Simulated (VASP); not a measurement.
# LiBe16 (a cell with a defect) in VASP: a series of runs

LiBe16 (a cell with a defect) is run at these levels: PBE+D3(BJ); tasks: single point.

Everything below comes from runs of VASP 6.6.1. Logs are shortened: lines on timing, memory, paths and dates and some standing lists are left out, and cuts for length are marked.

### 1 The cell of the first run

The cell holds a defect, 17 atoms: a = 4.580 Å, b = 3.966 Å, c = 7.177 Å, α = 90.00°, β = 90.00°, γ = 90.00°.

### 2 Single point, PBE+D3(BJ)

INCAR reads:

```
SYSTEM = LiBe16
ALGO = Normal ; EDIFF = 1E-7
ENCUT = 520 ; GGA = PE
ISIF = 2 ; ISMEAR = 0
IVDW = 12 ; LASPH = .TRUE.
LCHARG = .FALSE. ; LREAL = Auto
LWAVE = .FALSE. ; NBANDS = 32
NELM = 80 ; PREC = Accurate
SIGMA = 0.1
```

KPOINTS reads:

```
k-points
0
G
  4 4 3
  0 0 0
```

POSCAR reads:

```
LiBe16
1.0
   -2.2900000000     -3.9663960000      0.0000000000
    3.4350000000     -1.9831980000      0.0000000000
    0.0000000000      0.0000000000      7.1768600000
Be Li
16 1
Direct
    0.7562876070      0.5022301660     -0.0002032922
    0.5051191046      0.3583795486      0.2434435115
    0.7918604062      0.5018193101      0.4824589026
    0.5291304524      0.3127111313      0.7655229446
    0.5030733279     -0.0008844480      0.0202233289
    0.2520194900      0.8616703441      0.2815065363
    0.5660921582      0.0750995756      0.5007801462
    0.2365471039      0.9127169921      0.7967634871
    0.2531826544      0.4910469516     -0.0111034631
   -0.0102972749      0.3430641166      0.2248863709
    0.2115255568      0.3258609971      0.4545809727
    0.0092661507      0.3736216842      0.7310157924
   -0.0017652681     -0.0088202224      0.0214689990
    0.7541856103      0.8381251958      0.2564805500
   -0.0062849652     -0.0588828443      0.5322866825
    0.7511250308      0.8362935431      0.7718305777
    0.3943460484      0.6698627222      0.5811069186
```

Potentials or basis: VASP PAW PBE potentials, release 64 (Be, Li_sv).

Command:

```bash
$ cat potpaw_PBE.64/Be/POTCAR potpaw_PBE.64/Li_sv/POTCAR > POTCAR
$ mpirun -np 1 vasp_std > vasp.out
```

OUTCAR:

```text
SYSTEM = LiBe16
   EDIFF = 1E-7
   ENCUT = 520
   GGA = PE
   ISIF = 2
   ISMEAR = 0
   IVDW = 12
   LASPH = .TRUE.
   LREAL = Auto
   NELM = 80
   PREC = Accurate
 IVDW          = 12

 ion  position               nearest neighbor table
   1  0.756  0.502  1.000-  10 2.04  16 2.11   4 2.12   2 2.17  13 2.24  14 2.27   9 2.28   5 2.29
                             9 2.31  12 2.31   5 2.31  13 2.32
   2  0.505  0.358  0.243-  11 2.03   5 2.14   1 2.17   7 2.18  14 2.22   9 2.22  10 2.22   3 2.23
                             6 2.30   6 2.32  14 2.36  10 2.37
   3  0.792  0.502  0.482-   7 1.99  15 2.00  11 2.05  17 2.06  12 2.11  14 2.11  10 2.15   2 2.23
[... 17 lines left out ...]
  12  0.009  0.374  0.731-   3 2.11   8 2.16  11 2.20  16 2.20   9 2.21   4 2.23  15 2.23   1 2.31
                            17 2.38
  13  0.998  0.991  0.021-   8 1.97  10 2.02  14 2.11  16 2.21   1 2.24   6 2.26   5 2.27   5 2.31
                             9 2.31   9 2.31   1 2.32
  14  0.754  0.838  0.256-   3 2.11  13 2.11   5 2.15   7 2.17   2 2.22  10 2.25   1 2.27  10 2.29
                             6 2.29  15 2.30   6 2.31   2 2.36
  15  0.994  0.941  0.532-  11 1.91   3 2.00   7 2.04  16 2.09  17 2.16   6 2.18   8 2.20  12 2.23
                            14 2.30
  16  0.751  0.836  0.772-  15 2.09   1 2.11   4 2.15  12 2.20  13 2.21   5 2.21  17 2.23   8 2.25
                             4 2.31   7 2.32   8 2.38
  17  0.394  0.670  0.581-  11 1.84   7 1.88   8 1.96   4 2.03   3 2.06  15 2.16  16 2.23   6 2.37
                            12 2.38

  LATTYP: Found a simple orthorhombic cell.
 ALAT       =     3.9663962620
 B/A-ratio  =     1.1547004875
 C/A-ratio  =     1.8094157835

  Lattice vectors:

 A1 = (  -3.4350000000,   1.9831980000,   0.0000000000)
 A2 = (  -2.2900000000,  -3.9663960000,   0.0000000000)
 A3 = (   0.0000000000,   0.0000000000,   7.1768600000)

Analysis of symmetry for initial positions (statically):
=====================================================================
 Subroutine PRICEL returns:
 Original cell was already a primitive cell.

 Routine SETGRP: Setting up the symmetry group for a
 simple orthorhombic supercell.

 Subroutine GETGRP returns: Found  1 space group operations
 (whereof  1 operations were pure point group operations)
 out of a pool of  8 trial point group operations.

The static configuration has the point symmetry C_1 .

Analysis of symmetry for dynamics (positions and initial velocities):
=====================================================================
[... 147 lines left out ...]
   ISYM   =      2    0-nonsym 1-usesym 2-fastsym
   POTIM  = 0.5000    time-step for ionic-motion
   TEBEG  =    0.0;   TEEND  =   0.0 temperature during run
   PSTRESS=    0.0 pullay stress
   NELECT =      35.0000    total number of electrons
   NUPDOWN=      -1.0000    fix difference up-down
   EMIN   =  10.00;   EMAX   =-10.00  energy-range for DOS
   EFERMI =   0.00;   METHOD = LEGACY
   ISMEAR =     0;   SIGMA  =   0.10  broadening in eV -4-tet -1-fermi 0-gaus
   EFERMI_NEDOS =   21; number of points for ismear=-14 and -15
   IALGO  =     38    algorithm
   IMIX   =      4    mixing-type and parameters
     AMIX     =   0.40;   BMIX     =  1.00
     AMIX_MAG =   1.60;   BMIX_MAG =  1.00
  volume/ion in A,a.u.               =       7.67        51.75
  Fermi-wavevector in a.u.,A,eV,Ry     =   1.056085  1.995711 15.174786  1.115315
  Thomas-Fermi vector in A             =   2.191307
   LORBIT       =      0    0 simple, 1 ext, 2 COOP (PROOUT), +10 PAW based schemes
   GGA     = PE    functional components
   LHFCALC =     F    Hartree Fock is set to
   AEXX    =    0.0000 exact exchange contribution
   IVDW    =    12    specifies the selected vdW correction
   LEPSILON=     F    determine dielectric tensor
   LRPA    =     F    only Hartree local field effects (RPA)
 non-spin polarized calculation
 Gauss-broadening in eV      SIGMA  =   0.10
  energy-cutoff  :      520.00
  volume of cell :      130.38
 maximum number of plane-waves:      3529
 NGX is ok and might be reduce to    36
   NGX = 17   NGY = 15   NGZ = 27

 number of electron      34.9999996 magnetization

 Free energy of the ion-electron system (eV)
  ---------------------------------------------------
  ext. energy  EPLUGINS =         0.00000000
  ---------------------------------------------------
  free energy    TOTEN  =       -57.09310761 eV

  energy without entropy =      -57.08237045  energy(sigma->0) =      -57.08773903

 E-fermi :   7.1537     XC(G=0): -10.6554

 val. band max:        7.1212926491   @ k =   0.5000   0.5000   0.0000
 cond. band min:       7.2005662878   @ k =   0.5000   0.0000   0.3333
 fundamental gap:      0.0792736386
 Fermi energy:         7.1537265825

 k-point     1 :       0.0000    0.0000    0.0000
  band No.  band energies     occupation
      1     -39.0512      2.00000
      2      -4.0707      2.00000
      3      -2.1376      2.00000
      4      -1.8289      2.00000
      5       1.0197      2.00000
      6       1.1308      2.00000
[... 757 lines left out ...]
     28      13.4418      0.00000
     29      13.5776      0.00000

 [... further k-points ...]

 [bands above 29 left out]

------------------------ aborting loop because EDIFF is reached ----------------------------------------

 Edisp (eV)   -6.29315

 E8    (eV) :    -2.2097

  FORCE on cell =-STRESS in cart. coord.  units (eV):
  Direction    XX          YY          ZZ          XY          YZ          ZX
  --------------------------------------------------------------------------------------
  -------------------------------------------------------------------------------------
  Total       1.59958     1.56444     8.03651    -2.28664    -0.61201     0.88613
  in kB      19.65711    19.22531    98.76027   -28.10040    -7.52090    10.88959
  external pressure =       45.88 kB  Pullay stress =        0.00 kB

 VOLUME and BASIS-vectors are now :
 -----------------------------------------------------------------------------
  energy-cutoff  :      520.00
  volume of cell :      130.38
      direct lattice vectors                 reciprocal lattice vectors
    -2.290000000 -3.966396000  0.000000000    -0.109170306 -0.189088533  0.000000000
     3.435000000 -1.983198000  0.000000000     0.218340611 -0.126059022  0.000000000
     0.000000000  0.000000000  7.176860000     0.000000000  0.000000000  0.139336702

 POSITION                                       TOTAL-FORCE (eV/Angst)
 -----------------------------------------------------------------------------------
     -0.00674     -3.99576      7.17540         0.023644     -0.026272      0.024292
      0.07431     -2.71424      1.74716         0.044830     -0.034048      0.042347
     -0.08961     -4.13604      3.46254        -0.074259     -0.064839      0.026927
     -0.13755     -2.71891      5.49405         0.138124      0.016945      0.078974
      2.27992     -3.97683      0.14514         0.054811     -0.035484      0.039842
      2.38271     -2.70847      2.02033         0.070299     -0.032649      0.037443
[... 9 lines left out ...]
      1.15259     -4.63779      5.53932         0.042738      0.082416      0.001290
      1.39793     -2.89260      4.17052        -0.033901      0.019945     -0.415248
 -----------------------------------------------------------------------------------
    total drift:                               -0.001025     -0.000922     -0.000801

  FREE ENERGIE OF THE ION-ELECTRON SYSTEM (eV)
  ---------------------------------------------------
  free  energy   TOTEN  =       -63.3862616806 eV

  energy  without entropy=      -63.3755245169  energy(sigma->0) =      -63.38089310
```

OSZICAR:

```text
N       E                     dE             d eps       ncg     rms          rms(c)
DAV:   1     0.680592243525E+02    0.68059E+02   -0.13689E+04  1664   0.971E+02
DAV:   2    -0.484658765323E+02   -0.11653E+03   -0.10948E+03  2008   0.200E+02
DAV:   3    -0.577806790888E+02   -0.93148E+01   -0.90757E+01  2800   0.414E+01
DAV:   4    -0.583047657014E+02   -0.52409E+00   -0.51682E+00  2376   0.794E+00
DAV:   5    -0.583131558385E+02   -0.83901E-02   -0.83888E-02  2312   0.116E+00    0.456E+00
DAV:   6    -0.572647296569E+02    0.10484E+01   -0.11574E+00  2112   0.567E+00    0.250E+00
DAV:   7    -0.571217423255E+02    0.14299E+00   -0.38535E-01  2192   0.282E+00    0.129E+00
DAV:   8    -0.570935123201E+02    0.28230E-01   -0.45557E-02  2440   0.121E+00    0.454E-01
DAV:   9    -0.570930125654E+02    0.49975E-03   -0.53243E-03  2152   0.470E-01    0.987E-02
DAV:  10    -0.570930811366E+02   -0.68571E-04   -0.63348E-04  2368   0.156E-01    0.244E-02
DAV:  11    -0.570931033148E+02   -0.22178E-04   -0.75933E-05  2368   0.599E-02    0.545E-03
DAV:  12    -0.570931061567E+02   -0.28418E-05   -0.71444E-06  2128   0.159E-02    0.208E-03
DAV:  13    -0.570931074797E+02   -0.13231E-05   -0.15654E-06  2264   0.869E-03    0.671E-04
DAV:  14    -0.570931076426E+02   -0.16290E-06   -0.21779E-07  1880   0.332E-03    0.230E-04
DAV:  15    -0.570931076126E+02    0.30001E-07   -0.20062E-08  1416   0.889E-04
   1 F= -.63386262E+02 E0= -.63380893E+02  d E =-.107372E-01
```

stdout:

```text
POSCAR found type information on POSCAR BeLi
 POSCAR found :  2 types and      17 ions
 scaLAPACK will be used
 LDA part: xc-table for (Slater+PW92), standard interpolation
 POSCAR, INCAR and KPOINTS ok, starting setup
 FFT: planning ... GRIDC
 FFT: planning ... GRID_SOFT
 FFT: planning ... GRID
 WAVECAR not read
 entering main loop
```

Run time: 3.8 min. Hardware: 1 thread of Intel Xeon Platinum 8375C at 2.90GHz (Ice Lake), shared host; peak memory 0.26 GiB.

Results:

- Free energy: -63.3863 eV
- Largest force: 0.417 eV/Å
- Dispersion energy per atom: -0.370 eV

Forces in eV/Å, atoms in the order of the input:
```
Be   0.024 -0.026  0.024
Be   0.045 -0.034  0.042
Be  -0.074 -0.065  0.027
Be   0.138  0.017  0.079
Be   0.055 -0.035  0.040
Be   0.070 -0.033  0.037
Be   0.048 -0.126  0.064
Be  -0.225  0.048 -0.028
Be   0.061 -0.051  0.055
Be   0.051 -0.029 -0.011
Be  -0.156  0.198  0.011
Be  -0.065 -0.016  0.072
Be   0.038 -0.034 -0.031
Be   0.036 -0.003  0.017
Be  -0.055  0.088  0.015
Be   0.043  0.082  0.001
Li  -0.034  0.020 -0.415
```

Levels at points of the mesh, in eV from the Fermi level:
```tsv
k point	band 15	band 16	band 17	band 18	band 19	band 20
(0.00, 0.00, 0.00)	-2.98	-0.71	-0.63	0.27	0.43	0.78
(0.50, 0.00, 0.00)	-2.09	-1.15	-0.91	-0.30	-0.21	0.37
(0.00, 0.50, 0.00)	-3.13	-2.63	-1.90	-0.07	0.38	1.03
(0.50, 0.50, 0.00)	-1.09	-1.00	-0.03	0.36	0.81	1.18
```

Caveat: the k points lie up to 0.40 Å⁻¹ apart; the cutoff is under 1.25 times the usual one of these potentials, so pressure, stress and relaxed cells hold a basis-set (Pulay) error.

(Part 1 of 3 ends here.)
